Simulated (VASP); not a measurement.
Crystal: HfO2.

```
Hf O
1.0
     5.18443    0.00000    0.00000
     0.00000    4.97117    0.00000
     0.00000    0.00000    4.99891
Hf O
4 8
Direct
  0.96699 0.73252 0.74144
  0.53301 0.73252 0.24144
  0.46699 0.26748 0.74144
  0.03301 0.26748 0.24144
  0.63213 0.92865 0.87927
  0.86787 0.92865 0.37927
  0.23395 0.53988 0.49229
  0.26605 0.53988 0.99229
  0.76605 0.46012 0.99229
  0.73395 0.46012 0.49229
  0.13213 0.07135 0.87927
  0.36787 0.07135 0.37927
```

Base run:

* Program: VASP 6.6.1
* Functional: RPBE
* Potentials or basis: VASP PAW PBE potentials, release 64 (Hf_pv, O)
* Cutoff: 520 eV
* k mesh: 5 × 6 × 5
* Occupations: fermi-dirac, width 0.05 eV
* Spin: no spin polarisation

Its results: band gap on the k mesh 4.59 eV, indirect (least direct gap 4.78 eV); pressure 17.3 GPa; largest force 0.168 eV/Å.

**Question.** The run is repeated on the same cell with these changes: functional from RPBE to SVWN5. What comes out?

**Answer.** Band gap on the k mesh 4.33 eV, indirect (least direct gap 4.54 eV); pressure -2.8 GPa; largest force 0.128 eV/Å.

SVWN5 binds more tightly than RPBE, so the same cell stands under less pressure.

Caveats: the PAW data sets were made with another functional, which shifts forces and pressure a little; spin-orbit coupling is left out, which moves the levels of the heavy elements.

A k mesh can miss the band edges.
